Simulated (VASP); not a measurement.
Runs of VASP 6.6.1 on B3N2. The structure is that of space group Pm-3m (No. 221), or close to it. The cells are those of the table. The cell was built from a structure type or drawn by symmetry, and may not be a known phase.

| task | spin | cell | k mesh | cutoff (eV) | gap on the mesh (eV) | pressure (GPa) | moment (μB) |
| --- | --- | --- | --- | --- | --- | --- | --- |
| single point | collinear, ferromagnetic start | a = 3.355 Å, 5 atoms | 6 × 6 × 6 | 520 | none | -0.5 | 0.00 |
| relaxation of cell and atoms | off | relaxed from a = 3.355 Å, 5 atoms | 12 × 12 × 12 | 600 | none | 0.0 | - |
| single point | collinear, ferromagnetic start | a = 3.721 Å, 5 atoms | 6 × 6 × 6 | 520 | none | -29.1 | 0.49 |
| single point | off | a = 3.721 Å, 5 atoms | 6 × 6 × 6 | 520 | none | -29.1 | - |
| single point | off | a = 3.342 Å, 5 atoms | 12 × 12 × 12 | 520 | none | (a) | - |

Alike in all rows: level PBE; potentials or basis VASP PAW PBE potentials, release 64 (B, N); smearing gaussian 0.1 eV.

Q: Estimate the missing entries.

A: (a) -0.2.

Caveats: the cell stands under tension (at least some runs).

A gap of «none» marks levels without a gap at the run's occupations.
